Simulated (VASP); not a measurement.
# BaTiO3 (R3m) in VASP: notebook

The runs below take BaTiO3 through single point, with BLYP, PBEsol, r2SCAN.

Everything below comes from runs of VASP 6.6.1. Logs are shortened: lines on timing, memory, paths and dates and some standing lists are left out, and cuts for length are marked.

## 1. The cell of the first run

It takes space group R3m (No. 160, trigonal). The conventional cell has a = 5.655 Å, b = 5.655 Å, c = 6.955 Å, α = 90.00°, β = 90.00°, γ = 120.00°. Ba (site symmetry 3m) has 12 O at 2.79 to 2.89 Å and 8 Ti at 3.37 to 3.59 Å within 3.7 Å. Ti (site symmetry 3m) has 6 O at 1.87 to 2.14 Å within 2.5 Å. O (site symmetry m) has 2 Ti at 1.87 to 2.14 Å within 2.5 Å.

## 2. Single point, BLYP

Contents of INCAR:

```
SYSTEM = BaTiO3
AGGAC = 1.0
AGGAX = 1.0
ALDAC = 0.0
ALDAX = 1.0
ALGO = Normal
EDIFF = 1E-6
ENCUT = 520
GGA = B5
ISIF = 2
ISMEAR = 0
LASPH = .TRUE.
LCHARG = .TRUE.
LELF = .TRUE.
LREAL = .FALSE.
LVHAR = .TRUE.
LWAVE = .FALSE.
NBANDS = 28
NELM = 100
PREC = Accurate
SIGMA = 0.01
```

Contents of KPOINTS:

```
k-points
0
G
  6 6 6
  0 0 0
```

Contents of POSCAR:

```
BaTiO3
1.0
    4.0042000000      0.0000000000      0.0000000000
    0.0113914799      4.0041837963      0.0000000000
    0.0113914799      0.0113591184      4.0041676844
Ba Ti O
1 1 3
Direct
    0.0000000000      0.0000000000      0.0000000000
    0.4845000000      0.4845000000      0.4845000000
    0.5086000000      0.5086000000      0.0175000000
    0.0175000000      0.5086000000      0.5086000000
    0.5086000000      0.0175000000      0.5086000000
```

Potentials or basis: VASP PAW PBE potentials, release 64 (Ba_sv, Ti_sv, O).

Run with:

```
$ cat potpaw_PBE.64/Ba_sv/POTCAR potpaw_PBE.64/Ti_sv/POTCAR potpaw_PBE.64/O/POTCAR > POTCAR
$ mpirun -np 1 vasp_std > vasp.out
```

OUTCAR:

```text
SYSTEM = BaTiO3
   EDIFF = 1E-6
   ENCUT = 520
   GGA = B5
   ISIF = 2
   ISMEAR = 0
   LASPH = .TRUE.
   LREAL = .FALSE.
   NELM = 100
   PREC = Accurate

 ion  position               nearest neighbor table
   1  0.000  0.000  0.000-   5 2.79   4 2.79   3 2.79   5 2.83   5 2.83   3 2.83   3 2.83   4 2.83
                             4 2.83   5 2.89   4 2.89   3 2.89   2 3.37   2 3.43   2 3.43   2 3.43
   2  0.484  0.484  0.484-   4 1.87   3 1.87   5 1.87   4 2.14   3 2.14   5 2.14   1 3.37   1 3.43
                             1 3.43   1 3.43   1 3.50   1 3.50   1 3.50   1 3.59
   3  0.509  0.509  0.017-   2 1.87   2 2.14   1 2.79   1 2.83   1 2.83   1 2.89
   4  0.017  0.509  0.509-   2 1.87   2 2.14   1 2.79   1 2.83   1 2.83   1 2.89
   5  0.509  0.017  0.509-   2 1.87   2 2.14   1 2.79   1 2.83   1 2.83   1 2.89

  LATTYP: Found a trigonal (rhomboedric) cell.
 ALAT       =     4.0042000000
 COS(alpha) =     0.0028448828

  Lattice vectors:

 A1 = (   4.0042000000,   0.0000000000,   0.0000000000)
 A2 = (   0.0113914799,   4.0041837963,   0.0000000000)
 A3 = (   0.0113914799,   0.0113591184,   4.0041676844)

Analysis of symmetry for initial positions (statically):
=====================================================================
 Subroutine PRICEL returns:
 Original cell was already a primitive cell.

 Routine SETGRP: Setting up the symmetry group for a
 trigonal (rhombohedral) supercell.

 Subroutine GETGRP returns: Found  6 space group operations
 (whereof  6 operations were pure point group operations)
 out of a pool of 12 trial point group operations.

The static configuration has the point symmetry C_3v.

Analysis of symmetry for dynamics (positions and initial velocities):
=====================================================================
 Subroutine PRICEL returns:
 Original cell was already a primitive cell.

 Routine SETGRP: Setting up the symmetry group for a
 trigonal (rhombohedral) supercell.

 Subroutine GETGRP returns: Found  6 space group operations
 (whereof  6 operations were pure point group operations)
 out of a pool of 12 trial point group operations.

The dynamic configuration has the point symmetry C_3v.

 Subroutine INISYM returns: Found  6 space group operations
 (whereof  6 operations are pure point group operations),
 and found     1 'primitive' translations

----------------------------------------------------------------------------------------

                                     Primitive cell

  volume of cell :      64.2010

  direct lattice vectors                    reciprocal lattice vectors
     4.004200000  0.000000000  0.000000000     0.249737775 -0.000710478 -0.000708465
     0.011391480  4.004183796  0.000000000     0.000000000  0.249738786 -0.000708465
     0.011391480  0.011359118  4.004167684     0.000000000  0.000000000  0.249739791

  length of vectors
     4.004200000  4.004200000  4.004200000     0.249739791  0.249739791  0.249739791

  position of ions in fractional coordinates (direct lattice)
     0.000000000  0.000000000  0.000000000
     0.484500000  0.484500000  0.484500000
     0.508600000  0.508600000  0.017500000
     0.017500000  0.508600000  0.508600000
     0.508600000  0.017500000  0.508600000

  ion indices of the primitive-cell ions
   primitive index   ion index
                 1           1
                 2           2
                 3           3
                 4           4
                 5           5

----------------------------------------------------------------------------------------

 KPOINTS: k-points

Automatic generation of k-mesh.
 Grid dimensions read from file:
 generate k-points for:    6    6    6

 Generating k-lattice:

  Cartesian coordinates                     Fractional coordinates (reciprocal lattice)
     0.041622963 -0.000118413 -0.000118077     0.166666667 -0.000000000 -0.000000000
     0.000000000  0.041623131 -0.000118077     0.000000000  0.166666667  0.000000000
     0.000000000  0.000000000  0.041623298     0.000000000  0.000000000  0.166666667

  Length of vectors
     0.041623298  0.041623298  0.041623298

  Shift w.r.t. Gamma in fractional coordinates (k-lattice)
     0.000000000  0.000000000  0.000000000

 Subroutine IBZKPT returns following result:
 ===========================================

 Found     32 irreducible k-points:

 Following reciprocal coordinates:
            Coordinates               Weight
  0.000000  0.000000  0.000000      1.000000
  0.166667 -0.000000 -0.000000      6.000000
  0.333333 -0.000000 -0.000000      6.000000
  0.500000 -0.000000  0.000000      3.000000
  0.166667  0.166667 -0.000000      6.000000
  0.333333  0.166667 -0.000000     12.000000
[... 16 lines left out ...]
  0.500000  0.500000  0.166667      6.000000
 -0.333333  0.500000  0.166667     12.000000
 [... further k-points ...]
   k-points           NKPTS =     32   k-points in BZ     NKDIM =     32   number of bands    NBANDS=     28
   number of dos      NEDOS =    301   number of ions     NIONS =      5
   total plane-waves  NPLWV =  27000
   dimension x,y,z NGX =    30 NGY =   30 NGZ =   30
   dimension x,y,z NGXF=    60 NGYF=   60 NGZF=   60
   ions per type =               1   1   3
   NGX,Y,Z   is equivalent  to a cutoff of  12.46, 12.46, 12.46 a.u.
   NGXF,Y,Z  is equivalent  to a cutoff of  24.91, 24.91, 24.91 a.u.
 SYSTEM =  BaTiO3
   PREC   = accura    normal or accurate (medium, high low for compatibility)
   ISTART =      0    job   : 0-new  1-cont  2-samecut
   ICHARG =      2    charge: 1-file 2-atom 10-const
   ISPIN  =      1    spin polarized calculation?
   LNONCOLLINEAR =      F non collinear calculations
   LSORBIT =      F    spin-orbit coupling
   LASPH  =      T    aspherical Exc in radial PAW
   ENCUT  =  520.0 eV  38.22 Ry    6.18 a.u.   7.45  7.45  7.45*2*pi/ulx,y,z
   NELM   =    100;   NELMIN=  2; NELMDL= -5     # of ELM steps
   EDIFF  = 0.1E-05   stopping-criterion for ELM
   LREAL  =      F    real-space projection
   EDIFFG = 0.1E-04   stopping-criterion for IOM
   NSW    =      0    number of steps for IOM
   IBRION =     -1    ionic relax: 0-MD 1-quasi-New 2-CG
   NFREE  =      0    steps in history (QN), initial steepest desc. (CG)
   ISIF   =      2    stress and relaxation
   ISYM   =      2    0-nonsym 1-usesym 2-fastsym
   POTIM  = 0.5000    time-step for ionic-motion
   TEBEG  =    0.0;   TEEND  =   0.0 temperature during run
   PSTRESS=    0.0 pullay stress
   NELECT =      40.0000    total number of electrons
   NUPDOWN=      -1.0000    fix difference up-down
   EMIN   =  10.00;   EMAX   =-10.00  energy-range for DOS
   EFERMI =   0.00;   METHOD = LEGACY
   ISMEAR =     0;   SIGMA  =   0.01  broadening in eV -4-tet -1-fermi 0-gaus
   EFERMI_NEDOS =   21; number of points for ismear=-14 and -15
   IALGO  =     38    algorithm
   IMIX   =      4    mixing-type and parameters
     AMIX     =   0.40;   BMIX     =  1.00
     AMIX_MAG =   1.60;   BMIX_MAG =  1.00
  volume/ion in A,a.u.               =      12.84        86.65
  Fermi-wavevector in a.u.,A,eV,Ry     =   1.398237  2.642285 26.600301  1.955067
  Thomas-Fermi vector in A             =   2.521415
   LORBIT       =      0    0 simple, 1 ext, 2 COOP (PROOUT), +10 PAW based schemes
   GGA     = B5    functional components
   LHFCALC =     F    Hartree Fock is set to
   AEXX    =    0.0000 exact exchange contribution
   IVDW    =     0    specifies the selected vdW correction
   LEPSILON=     F    determine dielectric tensor
   LRPA    =     F    only Hartree local field effects (RPA)
 non-spin polarized calculation
 Gauss-broadening in eV      SIGMA  =   0.01
  energy-cutoff  :      520.00
  volume of cell :       64.20
 maximum number of plane-waves:      1750
 NGX is ok and might be reduce to    30
   NGX = 15   NGY = 15   NGZ = 15

 number of electron      39.9999999 magnetization

 Free energy of the ion-electron system (eV)
  ---------------------------------------------------
  ext. energy  EPLUGINS =         0.00000000
  ---------------------------------------------------
  free energy    TOTEN  =       -38.05277226 eV

  energy without entropy =      -38.05277226  energy(sigma->0) =      -38.05277226

 E-fermi :   4.3299     XC(G=0): -10.7132

 val. band max:        4.1092840597   @ k =   0.5000   0.5000   0.5000
 cond. band min:       6.5139975886   @ k =   0.0000   0.0000   0.0000
 fundamental gap:      2.4047135289
 Fermi energy:         4.3299364208

 k-point     1 :       0.0000    0.0000    0.0000
  band No.  band energies     occupation
      1     -51.9992      2.00000
      2     -28.3982      2.00000
      3     -28.3979      2.00000
      4     -28.3979      2.00000
      5     -20.6651      2.00000
      6     -12.5958      2.00000
[... 20 lines left out ...]
     27       9.3710      0.00000
     28      11.8015      0.00000

 k-point     2 :       0.1667   -0.0000   -0.0000
  band No.  band energies     occupation
      1     -51.9990      2.00000
      2     -28.4112      2.00000
      3     -28.3976      2.00000
      4     -28.3974      2.00000
      5     -20.6371      2.00000
      6     -12.6180      2.00000
[... 20 lines left out ...]
     27       9.8947      0.00000
     28      12.4376      0.00000

 k-point     3 :       0.3333   -0.0000   -0.0000
  band No.  band energies     occupation
      1     -51.9984      2.00000
      2     -28.4373      2.00000
      3     -28.3965      2.00000
      4     -28.3964      2.00000
      5     -20.5798      2.00000
      6     -12.7421      2.00000
[... 20 lines left out ...]
     27      11.1152      0.00000
     28      12.5545      0.00000

 k-point     4 :       0.5000   -0.0000    0.0000
  band No.  band energies     occupation
      1     -51.9982      2.00000
      2     -28.4503      2.00000
      3     -28.3960      2.00000
      4     -28.3959      2.00000
      5     -20.5507      2.00000
      6     -12.8248      2.00000
[... 20 lines left out ...]
     27      11.8701      0.00000
     28      12.4817      0.00000

 k-point     5 :       0.1667    0.1667   -0.0000
  band No.  band energies     occupation
      1     -51.9987      2.00000
      2     -28.4110      2.00000
      3     -28.4102      2.00000
      4     -28.3970      2.00000
      5     -20.6116      2.00000
      6     -12.5965      2.00000
[... 20 lines left out ...]
     27      10.3984      0.00000
     28      12.5923      0.00000

 k-point     6 :       0.3333    0.1667   -0.0000
  band No.  band energies     occupation
      1     -51.9982      2.00000
      2     -28.4365      2.00000
      3     -28.4094      2.00000
      4     -28.3960      2.00000
      5     -20.5594      2.00000
      6     -12.6448      2.00000
[... 463 lines left out ...]
      5     -20.4995      2.00000
      6     -12.3645      2.00000
[... 20 lines left out ...]
     27      12.4601      0.00000
     28      12.6711      0.00000

 k-point    22 :      -0.1667    0.3333    0.1667
  band No.  band energies     occupation
      1     -51.9979      2.00000
      2     -28.4358      2.00000
      3     -28.4098      2.00000
      4     -28.4078      2.00000
      5     -20.5394      2.00000
      6     -12.5444      2.00000
[... 20 lines left out ...]
     27      11.7638      0.00000
     28      12.7654      0.00000

 k-point    23 :       0.5000    0.5000    0.1667
  band No.  band energies     occupation
      1     -51.9969      2.00000
      2     -28.4462      2.00000
      3     -28.4461      2.00000
      4     -28.4066      2.00000
      5     -20.4614      2.00000
      6     -12.1241      2.00000
[... 20 lines left out ...]
     27      12.7476      0.00000
     28      13.1097      0.00000

 k-point    24 :      -0.3333    0.5000    0.1667
  band No.  band energies     occupation
      1     -51.9971      2.00000
      2     -28.4470      2.00000
      3     -28.4336      2.00000
      4     -28.4071      2.00000
      5     -20.4794      2.00000
      6     -12.2992      2.00000
[... 20 lines left out ...]
     27      12.4114      0.00000
     28      12.8838      0.00000

 [... further k-points ...]
[... 5 lines left out ...]
  --------------------------------------------------------------------------------------
  -------------------------------------------------------------------------------------
  Total        5.0492654      5.0495833      5.0498986     -0.0558786     -0.0555620     -0.0557203
  in kB      126.0076060    126.0155404    126.0234074     -1.3944848     -1.3865842     -1.3905345
  external PRESSURE =     126.0155179 kB  Pullay stress =       0.0000000 kB

 VOLUME and BASIS-vectors are now :
 -----------------------------------------------------------------------------
  energy-cutoff  :      520.00
  volume of cell :       64.20
      direct lattice vectors                 reciprocal lattice vectors
     4.004200000  0.000000000  0.000000000     0.249737775 -0.000710478 -0.000708465
     0.011391480  4.004183796  0.000000000     0.000000000  0.249738786 -0.000708465
     0.011391480  0.011359118  4.004167684     0.000000000  0.000000000  0.249739791

 POSITION                                       TOTAL-FORCE (eV/Angst)
 -----------------------------------------------------------------------------------
      0.00000      0.00000      0.00000        -0.076295     -0.076078     -0.075863
      1.95107      1.94553      1.94002         0.215724      0.215111      0.214501
      2.04253      2.03673      0.07007         0.053475      0.053323     -0.246684
      0.08166      2.04231      2.03652        -0.246379      0.054176      0.054023
      2.04253      0.07585      2.03652         0.053475     -0.246532      0.054023
 -----------------------------------------------------------------------------------
    total drift:                                0.000129      0.000129      0.000130

  FREE ENERGIE OF THE ION-ELECTRON SYSTEM (eV)
  ---------------------------------------------------
  free  energy   TOTEN  =       -38.0527722592 eV

  energy  without entropy=      -38.0527722592  energy(sigma->0) =      -38.05277226
```

Wall time 38 s (1 thread of Intel Xeon 6975P-C (Granite Rapids), shared host); peak memory 0.2 GiB.

Results:

| Quantity | Value |
| --- | --- |
| Free energy | -38.0528 eV |
| Pressure | 12.6 GPa |
| Largest force | 0.373 eV/Å |
| Band gap on the k mesh | 2.40 eV, indirect (least direct gap 2.79 eV) |

Forces in eV/Å, atoms in the order of the input:
```
Ba  -0.076 -0.076 -0.076
Ti   0.216  0.215  0.215
O    0.053  0.053 -0.247
O   -0.246  0.054  0.054
O    0.053 -0.247  0.054
```

Stress tensor (GPa, compression positive):
```
12.60 -0.14 -0.14
-0.14 12.60 -0.14
-0.14 -0.14 12.60
```

Levels at points of the mesh, in eV from the valence-band top:
```csv
k point,band 17,band 18,band 19,band 20,band 21,band 22,band 23,band 24
"(0.00, 0.00, 0.00)",-1.04,-0.52,-0.39,-0.39,2.40,2.40,2.54,4.44
"(0.50, 0.00, 0.00)",-1.64,-1.58,-0.94,-0.82,2.56,3.75,3.85,4.40
"(0.50, 0.50, 0.00)",-1.57,-0.87,-0.82,-0.09,3.82,3.83,4.17,5.04
"(0.50, 0.50, 0.50)",-2.31,-0.02,-0.02,0.00,4.28,4.44,4.44,6.77
```

Caveat: the PAW data sets were made with another functional, which shifts forces and pressure a little; spin-orbit coupling is left out, which moves the levels of the heavy elements. A k mesh can miss the band edges.

## 3. Single point, PBEsol

Contents of INCAR:

```
PREC = Accurate
ENCUT = 520
EDIFF = 1E-7
ISMEAR = 0
SIGMA = 0.01
LREAL = F
LASPH = T
NELM = 100
ALGO = Normal
ISIF = 2
LWAVE = F
LCHARG = F
GGA = PS
NBANDS = 28
```

Contents of KPOINTS:

```
regular mesh
0
Gamma
  6 6 6
```

POSCAR is that of step 2.

Potentials or basis: VASP PAW PBE potentials, release 64 (Ba_sv, Ti_sv, O).

Run with:

```
$ cat potpaw_PBE.64/Ba_sv/POTCAR potpaw_PBE.64/Ti_sv/POTCAR potpaw_PBE.64/O/POTCAR > POTCAR
$ mpirun -np 1 vasp_std > vasp.out
```

Wall time 28 s (1 thread of Intel Xeon 6975P-C (Granite Rapids), shared host); peak memory 0.2 GiB.

The run converged. Its results:

```
Free energy            : -42.0063 eV
Pressure               : 0.6 GPa
Largest force          : 0.142 eV/Å
Band gap on the k mesh : 2.34 eV, indirect (least direct gap 2.74 eV)
```

Forces on the atoms (eV/Å):
```
Ba  -0.073 -0.073 -0.073
Ti   0.082  0.082  0.082
O    0.036  0.036 -0.081
O   -0.081  0.036  0.036
O    0.036 -0.081  0.036
```

Stress tensor (GPa, compression positive):
```
 0.61 -0.06 -0.06
-0.06  0.61 -0.06
-0.06 -0.06  0.61
```

Levels at points of the mesh, in eV from the valence-band top:
```tsv
k point	band 17	band 18	band 19	band 20	band 21	band 22	band 23	band 24
(0.00, 0.00, 0.00)	-1.08	-0.54	-0.40	-0.40	2.34	2.34	2.48	4.51
(0.50, 0.00, 0.00)	-1.71	-1.66	-0.97	-0.84	2.52	3.78	3.88	4.48
(0.50, 0.50, 0.00)	-1.64	-0.90	-0.85	-0.10	3.86	3.86	4.19	5.07
(0.50, 0.50, 0.50)	-2.36	-0.02	-0.02	0.00	4.33	4.49	4.49	6.53
```

Caveat: the PAW data sets were made with another functional, which shifts forces and pressure a little; spin-orbit coupling is left out, which moves the levels of the heavy elements.

## 4. Single point, r2SCAN

POSCAR is that of step 3.

Contents of INCAR.step1:

```
SYSTEM = BaTiO3
PREC = Accurate ; ENCUT = 520
ISMEAR = 0 ; SIGMA = 0.01
LREAL = .FALSE. ; LASPH = .TRUE.
NELM = 60 ; NBANDS = 28
GGA = PE ; ALGO = Normal
EDIFF = 1E-4 ; LWAVE = .TRUE.
LCHARG = .FALSE.
```

Contents of INCAR.step2:

```
SYSTEM = BaTiO3
PREC = Accurate ; ENCUT = 520
EDIFF = 1E-7 ; ISMEAR = 0
SIGMA = 0.01 ; LREAL = .FALSE.
LASPH = .TRUE. ; NELM = 60
ALGO = Normal ; ISIF = 2
LWAVE = .FALSE. ; LCHARG = .FALSE.
METAGGA = R2SCAN ; LMIXTAU = .TRUE.
NBANDS = 28 ; ISTART = 1
```

Contents of KPOINTS:

```
Automatic mesh
0
G
  6 6 6
  0 0 0
```

Run with:

```
$ cat potpaw_PBE.64/Ba_sv/POTCAR potpaw_PBE.64/Ti_sv/POTCAR potpaw_PBE.64/O/POTCAR > POTCAR
$ cp INCAR.step1 INCAR
$ mpirun -np 1 vasp_std > vasp.out
$ cp INCAR.step2 INCAR
$ mpirun -np 1 vasp_std > vasp.out
```

It took 93 s on 1 thread of Intel Xeon 6975P-C (Granite Rapids), shared host; peak memory 0.21 GiB.

Results (log left out):

```
Free energy            : -74.2534 eV
Pressure               : 3.9 GPa
Largest force          : 0.264 eV/Å
Band gap on the k mesh : 2.78 eV, indirect (least direct gap 3.19 eV)
```

Forces on the atoms (eV/Å):
```
Ba  -0.069 -0.069 -0.069
Ti   0.153  0.152  0.152
O    0.020  0.020 -0.124
O   -0.124  0.020  0.020
O    0.020 -0.124  0.020
```

Stress tensor (GPa, compression positive):
```
 3.91 -0.06 -0.06
-0.06  3.92 -0.06
-0.06 -0.06  3.92
```

Levels at points of the mesh, in eV from the valence-band top:
```csv
k point,band 17,band 18,band 19,band 20,band 21,band 22,band 23,band 24
"(0.00, 0.00, 0.00)",-1.10,-0.52,-0.41,-0.41,2.78,2.78,2.90,4.80
"(0.50, 0.00, 0.00)",-1.68,-1.62,-0.98,-0.87,2.94,4.17,4.27,4.77
"(0.50, 0.50, 0.00)",-1.68,-0.91,-0.86,-0.09,4.24,4.25,4.61,5.43
"(0.50, 0.50, 0.50)",-2.36,-0.02,-0.02,0.00,4.72,4.88,4.88,7.26
```

Caveat: the PAW data sets were made with another functional, which shifts forces and pressure a little; spin-orbit coupling is left out, which moves the levels of the heavy elements. r2SCAN opens gaps a little over a GGA but as a rule still falls short of measured ones.

(Part 1 of 2 ends here.)
